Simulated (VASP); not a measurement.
# Sb2Pt (Pnnm) in VASP: a series of runs

The runs below take Sb2Pt through relaxation of cell and atoms, single point, with PBE.

Program: VASP 6.6.1. These are calculated values, not measurements. Logs are shortened: lines on timing, memory, paths and dates and some standing lists are left out, and cuts for length are marked.

## 1. The cell of the first run

The structure is orthorhombic, space group Pnnm (No. 58). Conventional cell: a = 5.160 Å, b = 6.297 Å, c = 3.931 Å, α = 90.00°, β = 90.00°, γ = 90.00°. Within 4.2 Å of Sb (site symmetry m) lie 12 Sb at 2.57 to 3.93 Å and 6 Pt at 2.60 to 4.18 Å. Pt (site symmetry 2/m) has 6 Sb at 2.60 to 2.61 Å within 3.4 Å.

## 2. Relaxation of cell and atoms, PBE

The input, INCAR:

```
SYSTEM = Sb2Pt
PREC = Accurate ; ENCUT = 600
EDIFF = 1E-7 ; ISMEAR = 0
SIGMA = 0.1 ; LREAL = .False.
LASPH = .True. ; NELM = 60
ALGO = Normal ; ISIF = 3
LWAVE = .False. ; LCHARG = .False.
GGA = PE ; IBRION = 2
NSW = 90 ; EDIFFG = -0.04
```

The input, KPOINTS:

```
regular mesh
0
Gamma
  4 4 4
  0 0 0
```

The input, POSCAR:

```
Sb2Pt
1.0
    5.1595834207      0.0000000000      0.0000000000
    0.0000000000      6.2972317473      0.0000000000
    0.0000000000      0.0000000000      3.9311554012
Sb Pt
4 2
Direct
    0.2004000000      0.3787000000      0.0000000000
    0.7996000000      0.6213000000      0.0000000000
    0.7004000000      0.1213000000      0.5000000000
    0.2996000000      0.8787000000      0.5000000000
    0.0000000000      0.0000000000      0.0000000000
    0.5000000000      0.5000000000      0.5000000000
```

Potentials or basis: VASP PAW PBE potentials, release 64 (Sb, Pt).

The run is started by

```console
cat potpaw_PBE.64/Sb/POTCAR potpaw_PBE.64/Pt/POTCAR > POTCAR
mpirun -np 1 vasp_std > vasp.out
```

OUTCAR:

```text
SYSTEM = Sb2Pt
   PREC = Accurate
   ENCUT = 600
   EDIFF = 1E-7
   ISMEAR = 0
   LREAL = .False.
   LASPH = .True.
   NELM = 60
   ISIF = 3
   GGA = PE
   IBRION = 2
   NSW = 90
   EDIFFG = -0.04

 ion  position               nearest neighbor table
   1  0.200  0.379  0.000-   2 2.57   5 2.60   6 2.61   6 2.61   2 3.45   3 3.63   3 3.63   3 3.63
                             3 3.63   4 3.75   4 3.75   4 3.75   4 3.75
   2  0.800  0.621  0.000-   1 2.57   5 2.60   6 2.61   6 2.61   1 3.45   4 3.63   4 3.63   4 3.63
                             4 3.63   3 3.75   3 3.75   3 3.75   3 3.75
   3  0.700  0.121  0.500-   4 2.57   6 2.60   5 2.61   5 2.61   4 3.45   1 3.63   1 3.63   1 3.63
                             1 3.63   2 3.75   2 3.75   2 3.75   2 3.75
   4  0.300  0.879  0.500-   3 2.57   6 2.60   5 2.61   5 2.61   3 3.45   2 3.63   2 3.63   2 3.63
                             2 3.63   1 3.75   1 3.75   1 3.75   1 3.75
   5  0.000  0.000  0.000-   1 2.60   2 2.60   3 2.61   4 2.61   3 2.61   4 2.61
   6  0.500  0.500  0.500-   3 2.60   4 2.60   1 2.61   2 2.61   1 2.61   2 2.61

  LATTYP: Found a simple orthorhombic cell.
 ALAT       =     3.9311554012
 B/A-ratio  =     1.3124852350
 C/A-ratio  =     1.6018781006

  Lattice vectors:

 A1 = (   0.0000000000,   0.0000000000,   3.9311554012)
 A2 = (   5.1595834207,   0.0000000000,   0.0000000000)
 A3 = (   0.0000000000,   6.2972317473,   0.0000000000)

Analysis of symmetry for initial positions (statically):
=====================================================================
 Subroutine PRICEL returns:
 Original cell was already a primitive cell.

 Routine SETGRP: Setting up the symmetry group for a
 simple orthorhombic supercell.

 Subroutine GETGRP returns: Found  8 space group operations
 (whereof  4 operations were pure point group operations)
 out of a pool of  8 trial point group operations.

The static configuration has the point symmetry C_2h.
 The point group associated with its full space group is D_2h.

Analysis of symmetry for dynamics (positions and initial velocities):
=====================================================================
 Subroutine PRICEL returns:
 Original cell was already a primitive cell.

 Routine SETGRP: Setting up the symmetry group for a
 simple orthorhombic supercell.

 Subroutine GETGRP returns: Found  8 space group operations
 (whereof  4 operations were pure point group operations)
 out of a pool of  8 trial point group operations.

The dynamic configuration has the point symmetry C_2h.
 The point group associated with its full space group is D_2h.

 Subroutine INISYM returns: Found  8 space group operations
 (whereof  4 operations are pure point group operations),
 and found     1 'primitive' translations

----------------------------------------------------------------------------------------

                                     Primitive cell

  volume of cell :     127.7275

  direct lattice vectors                    reciprocal lattice vectors
     5.159583421  0.000000000  0.000000000     0.193814097  0.000000000  0.000000000
     0.000000000  6.297231747  0.000000000     0.000000000  0.158799936  0.000000000
     0.000000000  0.000000000  3.931155401     0.000000000  0.000000000  0.254378140

  length of vectors
     5.159583421  6.297231747  3.931155401     0.193814097  0.158799936  0.254378140

  position of ions in fractional coordinates (direct lattice)
     0.200400000  0.378700000  0.000000000
     0.799600000  0.621300000  0.000000000
     0.700400000  0.121300000  0.500000000
     0.299600000  0.878700000  0.500000000
     0.000000000  0.000000000  0.000000000
     0.500000000  0.500000000  0.500000000

  ion indices of the primitive-cell ions
   primitive index   ion index
                 1           1
                 2           2
                 3           3
                 4           4
                 5           5
                 6           6

----------------------------------------------------------------------------------------

 KPOINTS: regular mesh

Automatic generation of k-mesh.
 Grid dimensions read from file:
 generate k-points for:    4    4    4

 Generating k-lattice:

  Cartesian coordinates                     Fractional coordinates (reciprocal lattice)
     0.048453524  0.000000000  0.000000000     0.250000000  0.000000000  0.000000000
     0.000000000  0.039699984  0.000000000     0.000000000  0.250000000  0.000000000
     0.000000000  0.000000000  0.063594535     0.000000000  0.000000000  0.250000000

  Length of vectors
     0.048453524  0.039699984  0.063594535

  Shift w.r.t. Gamma in fractional coordinates (k-lattice)
     0.000000000  0.000000000  0.000000000

 Subroutine IBZKPT returns following result:
 ===========================================

 Found     27 irreducible k-points:

 Following reciprocal coordinates:
            Coordinates               Weight
  0.000000  0.000000  0.000000      1.000000
  0.250000  0.000000  0.000000      2.000000
  0.500000  0.000000  0.000000      1.000000
  0.000000  0.250000  0.000000      2.000000
  0.250000  0.250000  0.000000      4.000000
  0.500000  0.250000  0.000000      2.000000
[... 16 lines left out ...]
  0.250000  0.250000  0.500000      4.000000
  0.500000  0.250000  0.500000      2.000000
 [... further k-points ...]
   k-points           NKPTS =     27   k-points in BZ     NKDIM =     27   number of bands    NBANDS=     24
   number of dos      NEDOS =    301   number of ions     NIONS =      6
   total plane-waves  NPLWV =  67200
   dimension x,y,z NGX =    42 NGY =   50 NGZ =   32
   dimension x,y,z NGXF=    84 NGYF=  100 NGZF=   64
   ions per type =               4   2
   NGX,Y,Z   is equivalent  to a cutoff of  13.53, 13.20, 13.53 a.u.
   NGXF,Y,Z  is equivalent  to a cutoff of  27.07, 26.40, 27.07 a.u.
 SYSTEM =  Sb2Pt
   PREC   = accura    normal or accurate (medium, high low for compatibility)
   ISTART =      0    job   : 0-new  1-cont  2-samecut
   ICHARG =      2    charge: 1-file 2-atom 10-const
   ISPIN  =      1    spin polarized calculation?
   LNONCOLLINEAR =      F non collinear calculations
   LSORBIT =      F    spin-orbit coupling
   LASPH  =      T    aspherical Exc in radial PAW
   ENCUT  =  600.0 eV  44.10 Ry    6.64 a.u.  10.30 12.58  7.85*2*pi/ulx,y,z
   NELM   =     60;   NELMIN=  2; NELMDL= -5     # of ELM steps
   EDIFF  = 0.1E-06   stopping-criterion for ELM
   LREAL  =      F    real-space projection
   EDIFFG = -.4E-01   stopping-criterion for IOM
   NSW    =     90    number of steps for IOM
   IBRION =      2    ionic relax: 0-MD 1-quasi-New 2-CG
   NFREE  =      1    steps in history (QN), initial steepest desc. (CG)
   ISIF   =      3    stress and relaxation
   ISYM   =      2    0-nonsym 1-usesym 2-fastsym
   POTIM  = 0.5000    time-step for ionic-motion
   TEBEG  =    0.0;   TEEND  =   0.0 temperature during run
   PSTRESS=    0.0 pullay stress
   NELECT =      40.0000    total number of electrons
   NUPDOWN=      -1.0000    fix difference up-down
   EMIN   =  10.00;   EMAX   =-10.00  energy-range for DOS
   EFERMI =   0.00;   METHOD = LEGACY
   ISMEAR =     0;   SIGMA  =   0.10  broadening in eV -4-tet -1-fermi 0-gaus
   EFERMI_NEDOS =   21; number of points for ismear=-14 and -15
   IALGO  =     38    algorithm
   IMIX   =      4    mixing-type and parameters
     AMIX     =   0.40;   BMIX     =  1.00
     AMIX_MAG =   1.60;   BMIX_MAG =  1.00
  volume/ion in A,a.u.               =      21.29       143.66
  Fermi-wavevector in a.u.,A,eV,Ry     =   1.111732  2.100868 16.816085  1.235947
  Thomas-Fermi vector in A             =   2.248298
   LORBIT       =      0    0 simple, 1 ext, 2 COOP (PROOUT), +10 PAW based schemes
   GGA     = PE    functional components
   LHFCALC =     F    Hartree Fock is set to
   AEXX    =    0.0000 exact exchange contribution
   IVDW    =     0    specifies the selected vdW correction
   LEPSILON=     F    determine dielectric tensor
   LRPA    =     F    only Hartree local field effects (RPA)
 conjugate gradient relaxation of ions
 non-spin polarized calculation
 Gauss-broadening in eV      SIGMA  =   0.10
  energy-cutoff  :      600.00
  volume of cell :      127.73
 maximum number of plane-waves:      4296
 NGX is ok and might be reduce to    42
   NGX = 21   NGY = 25   NGZ = 15

--------------------------------------- Ionic step        1  -------------------------------------------

 number of electron      39.9999999 magnetization

 Free energy of the ion-electron system (eV)
  ---------------------------------------------------
  ext. energy  EPLUGINS =         0.00000000
  ---------------------------------------------------
  free energy    TOTEN  =       -30.26077444 eV

  energy without entropy =      -30.25331315  energy(sigma->0) =      -30.25704379

 E-fermi :  10.6219     XC(G=0): -11.1291

 val. band max:       10.6002166077   @ k =   0.2500   0.2500   0.0000
 cond. band min:      10.6387233455   @ k =   0.0000   0.2500   0.5000
 fundamental gap:      0.0385067377
 Fermi energy:        10.6219156006

 k-point     1 :       0.0000    0.0000    0.0000
  band No.  band energies     occupation
      1      -3.3380      2.00000
      2      -1.0554      2.00000
      3       1.1734      2.00000
      4       2.0790      2.00000
      5       3.0155      2.00000
      6       4.0118      2.00000
[... 637 lines left out ...]
     23      13.8041      0.00000
     24      13.8041      0.00000

 [... further k-points ...]

------------------------ aborting loop because EDIFF is reached ----------------------------------------

  FORCE on cell =-STRESS in cart. coord.  units (eV):
  Direction    XX          YY          ZZ          XY          YZ          ZX
  --------------------------------------------------------------------------------------
  -------------------------------------------------------------------------------------
  Total       17.6260523     15.0197562     13.7741845      0.0000000      0.0000000      0.0000000
  in kB      221.0961145    188.4034877    172.7793954      0.0000000      0.0000000      0.0000000
  external PRESSURE =     194.0929992 kB  Pullay stress =       0.0000000 kB
[... 27 lines left out ...]
--------------------------------------- Ionic step        2  -------------------------------------------

 number of electron      40.0000004 magnetization

 E-fermi :   5.5709     XC(G=0):  -9.4825

 val. band max:        5.5237730437   @ k =   0.2500   0.5000   0.5000
 cond. band min:       5.5745497698   @ k =   0.5000   0.0000   0.5000
 fundamental gap:      0.0507767261
 Fermi energy:         5.5709240419

 k-point     1 :       0.0000    0.0000    0.0000
  band No.  band energies     occupation
      1      -5.2192      2.00000
      2      -3.6295      2.00000
      3      -2.7775      2.00000
      4      -2.4126      2.00000
      5       0.4923      2.00000
      6       1.4272      2.00000
[... 637 lines left out ...]
     23       7.5575      0.00000
     24       7.5575      0.00000

 [... further k-points ...]

------------------------ aborting loop because EDIFF is reached ----------------------------------------

  FORCE on cell =-STRESS in cart. coord.  units (eV):
  Direction    XX          YY          ZZ          XY          YZ          ZX
  --------------------------------------------------------------------------------------
  -------------------------------------------------------------------------------------
  Total      -14.4016747    -14.1545083    -13.2301192     -0.0000000      0.0000000      0.0000000
  in kB     -127.1006249   -124.9192812   -116.7611725     -0.0000000      0.0000000      0.0000000
  external PRESSURE =    -122.9270262 kB  Pullay stress =       0.0000000 kB
[... 61 lines left out ...]
  FREE ENERGIE OF THE ION-ELECTRON SYSTEM (eV)
  ---------------------------------------------------
  free  energy   TOTEN  =       -31.4887570645 eV

  energy  without entropy=      -31.4746976991  energy(sigma->0) =      -31.48172738

[... ionic steps 4 to 8 ...]

--------------------------------------- Ionic step        9  -------------------------------------------

 number of electron      39.9999998 magnetization

------------------------ aborting loop because EDIFF is reached ----------------------------------------
[... 75 lines left out ...]
--------------------------------------- Ionic step       11  -------------------------------------------

 number of electron      40.0000002 magnetization

 Free energy of the ion-electron system (eV)
  ---------------------------------------------------
  ext. energy  EPLUGINS =         0.00000000
  ---------------------------------------------------
  free energy    TOTEN  =       -31.56776316 eV

  energy without entropy =      -31.55642659  energy(sigma->0) =      -31.56209487

 E-fermi :   8.4210     XC(G=0): -10.4778

 val. band max:        8.3498405153   @ k =   0.0000   0.2500   0.5000
 cond. band min:       8.4244177651   @ k =   0.0000   0.0000   0.0000
 fundamental gap:      0.0745772498
 Fermi energy:         8.4209957714

 k-point     1 :       0.0000    0.0000    0.0000
  band No.  band energies     occupation
      1      -4.0686      2.00000
      2      -1.9097      2.00000
      3      -0.5483      2.00000
      4       0.2363      2.00000
      5       1.8975      2.00000
      6       2.8420      2.00000
[... 637 lines left out ...]
     23      11.0300      0.00000
     24      11.0300      0.00000

 [... further k-points ...]

------------------------ aborting loop because EDIFF is reached ----------------------------------------

  FORCE on cell =-STRESS in cart. coord.  units (eV):
  Direction    XX          YY          ZZ          XY          YZ          ZX
  --------------------------------------------------------------------------------------
  -------------------------------------------------------------------------------------
  Total       -0.1412392     -0.1296699      0.0981647     -0.0000000      0.0000000      0.0000000
  in kB       -1.5479462     -1.4211496      1.0758605     -0.0000000      0.0000000      0.0000000
  external PRESSURE =      -0.6310784 kB  Pullay stress =       0.0000000 kB
[... 21 lines left out ...]
  FREE ENERGIE OF THE ION-ELECTRON SYSTEM (eV)
  ---------------------------------------------------
  free  energy   TOTEN  =       -31.5677631612 eV

  energy  without entropy=      -31.5564265863  energy(sigma->0) =      -31.56209487

 reached required accuracy - stopping structural energy minimisation
```

It took 12 min on 1 thread of Intel Xeon Platinum 8259CL at 2.50GHz (Skylake/Cascade Lake), shared host; peak memory 0.32 GiB.

What came out:

| Property | Result |
| --- | --- |
| Free energy | -31.5678 eV |
| Relaxed volume | 24.36 Å³/atom |
| Relaxed cell | a = 5.355 Å, b = 6.555 Å, c = 4.165 Å, α = 90.00°, β = 90.00°, γ = 90.00° |
| Space group after relaxing (to 0.1 Å) | Pnnm (No. 58) |
| Energy gained by relaxing | 217.8 meV/atom |
| Ionic steps | 11 |
| Pressure after relaxing | -0.1 GPa |
| Largest force after relaxing | 0.040 eV/Å |
| Band gap on the k mesh | zero (bands 20 and 21 overlap by 1.55 eV) |

Forces on the atoms (eV/Å):
```
Sb  -0.032  0.024  0.000
Sb   0.032 -0.024  0.000
Sb  -0.032 -0.024  0.000
Sb   0.032  0.024  0.000
Pt   0.000  0.000  0.000
Pt   0.000  0.000  0.000
```

Step by step:
| step | energy change (eV) | largest force (eV/Å) | pressure (GPa) | volume (Å³) |
| --- | --- | --- | --- | --- |
| 1 | 0.0000 | 2.1866 | 19.41 | 127.73 |
| 2 | 0.4174 | 0.1701 | -12.29 | 181.54 |
| 3 | -1.2280 | 0.5505 | -1.72 | 148.83 |
| 4 | -1.2326 | 0.5950 | -1.02 | 147.70 |
| 5 | -1.2329 | 0.6124 | -0.75 | 147.27 |
| 6 | -1.2861 | 0.2305 | 0.21 | 145.77 |
| 7 | -1.2913 | 0.0843 | 0.68 | 145.14 |
| 8 | -1.2987 | 0.0363 | -0.48 | 146.88 |
| 9 | -1.2987 | 0.0359 | -0.44 | 146.81 |
| 10 | -1.3052 | 0.0307 | -0.21 | 146.46 |
| 11 | -1.3070 | 0.0400 | -0.06 | 146.19 |

Final structure:
```xyz
6
Lattice="5.3550 0.0000 0.0000 0.0000 6.5552 0.0000 0.0000 0.0000 4.1646" Properties=species:S:1:pos:R:3 pbc="T T T"
Sb    1.1603    2.4199    0.0000
Sb    4.1947    4.1353    0.0000
Sb    3.8378    0.8577    2.0823
Sb    1.5172    5.6975    2.0823
Pt    0.0000    0.0000    0.0000
Pt    2.6775    3.2776    2.0823
```

Caveat: the k points lie up to 0.38 Å⁻¹ apart in the final cell, too coarse for converged energies and pressures of a metal; spin-orbit coupling is left out, which moves the levels of the heavy elements.

(Part 1 of 2 ends here.)

The gap in the log of VASP goes by the Fermi energy; the results here count the filled bands.